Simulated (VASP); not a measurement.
A run of VASP 6.6.1:

The input INCAR:

```
PREC     = Accurate       # precision mode
ENCUT    = 520            # plane-wave cutoff, eV
EDIFF    = 1E-6           # SCF threshold, eV
ISMEAR   = -1             # smearing method
SIGMA    = 0.05           # smearing width, eV
LREAL    = F              # projectors in reciprocal space
LASPH    = T              # aspherical terms in the spheres
NELM     = 80             # most SCF steps
ALGO     = Normal         # electronic algorithm
ISIF     = 2              # what is computed and relaxed
LWAVE    = F              # write WAVECAR
LCHARG   = F              # write CHGCAR
GGA      = PS             # functional
NBANDS   = 12             # bands
```

Contents of KPOINTS:

```
regular mesh
0
Gamma
  9 9 9
```

File POSCAR:

```
La
1.0
   -1.8035760959      1.8035760959      1.8035760959
    1.8035760959     -1.8035760959      1.8035760959
    1.8035760959      1.8035760959     -1.8035760959
La
1
Direct
    0.0000000000      0.0000000000      0.0000000000
```

Potentials or basis: VASP PAW PBE potentials, release 64 (La).

The run is started by

```console
$ cat potpaw_PBE.64/La/POTCAR > POTCAR
$ mpirun -np 1 vasp_std > vasp.out
```

Hardware: 1 thread of Intel(R) Xeon(R) Platinum 8488C (Sapphire Rapids) (shared host).

Question: How long does it take, and how much memory?

Answer: Run time: 8.2 s on 1 thread of Intel(R) Xeon(R) Platinum 8488C (Sapphire Rapids), on a shared host, peak memory 0.15 GiB. Counts: scf iterations 13, k points 35.
